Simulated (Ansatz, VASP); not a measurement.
**Cs in VASP and in Ansatz**

POSCAR

```
Cs
1.0
    9.0782664465      0.0000000000      0.0000000000
   -4.5391332233      7.8620093649      0.0000000000
    0.0000000000      0.0000000000      5.4252889985
Cs
3
Direct
    1.0000000000      1.0000000000      0.0000000000
    0.3333333333      0.6666666667      0.5000000000
    0.6666666667      0.3333333333      0.5000000000
```

The input INCAR.step1:

```
PREC     = Accurate       # precision mode
ENCUT    = 520            # plane-wave cutoff, eV
ISMEAR   = -1             # smearing method
SIGMA    = 0.1            # smearing width, eV
LREAL    = False          # projectors in reciprocal space
LASPH    = True           # aspherical terms in the spheres
NELM     = 80             # most SCF steps
NBANDS   = 20             # bands
GGA      = PE             # functional
ALGO     = Normal         # electronic algorithm
EDIFF    = 1E-4           # SCF threshold, eV
LWAVE    = True           # write WAVECAR
LCHARG   = False          # write CHGCAR
```

File INCAR.step2:

```
PREC     = Accurate       # precision mode
ENCUT    = 520            # plane-wave cutoff, eV
EDIFF    = 1E-6           # SCF threshold, eV
ISMEAR   = -1             # smearing method
SIGMA    = 0.1            # smearing width, eV
LREAL    = False          # projectors in reciprocal space
LASPH    = True           # aspherical terms in the spheres
NELM     = 80             # most SCF steps
ALGO     = Normal         # electronic algorithm
ISIF     = 2              # what is computed and relaxed
LWAVE    = False          # write WAVECAR
LCHARG   = False          # write CHGCAR
METAGGA  = R2SCAN         # meta-GGA
LMIXTAU  = True         
NBANDS   = 20             # bands
ISTART   = 1
```

Contents of KPOINTS:

```
regular mesh
0
Gamma
  5 5 7
```

Input for Ansatz:

```yaml
crystal:
  lattice:
    - [9.0782664465, 0.0, 0.0]
    - [-4.5391332233, 7.8620093649, 0.0]
    - [0.0, 0.0, 5.4252889985]
  atoms:
    - { symbol: Cs, position: [1.0, 1.0, 0.0] }
    - { symbol: Cs, position: [0.3333333333, 0.6666666667, 0.5] }
    - { symbol: Cs, position: [0.6666666667, 0.3333333333, 0.5] }
hamiltonian:
  xc: r2scan
  pseudopotentials:
    kind: paw
    azcp:
      Cs: "pseudopotentials/Cs.paw.azcp"
basis:
  ecutwfc: 500
  fft_grid_basis: typed
kpoints:
  mp_grid: { grid: [5, 5, 7], shift: [0, 0, 0] }
magnetization:
  spin_polarized: false
scf:
  occupations: { method: fermi_dirac, width: 0.1 }
  lower_state_search: "off"
output:
  stress: true
```

Alike in both runs: task single point; functional r2SCAN; k mesh 5 × 5 × 7; occupations fermi-dirac, width 0.1 eV; no spin polarisation.

|  | VASP | Ansatz |
| --- | --- | --- |
| version | VASP 6.6.1 | Ansatz 0.2.0 |
| potentials or method | VASP PAW PBE potentials, release 64 (Cs_sv), cutoff 520 eV | plane waves (500 eV) with PAW, scalar-relativistic |
| valence electrons in the cell | 27 | 27 |

```csv
,VASP,Ansatz,Ansatz less VASP
pressure (GPa),-0.1,-0.1,0.00
```

VASP's potentials were made for PBE, not for r2SCAN.

Neither program's run includes spin-orbit coupling.
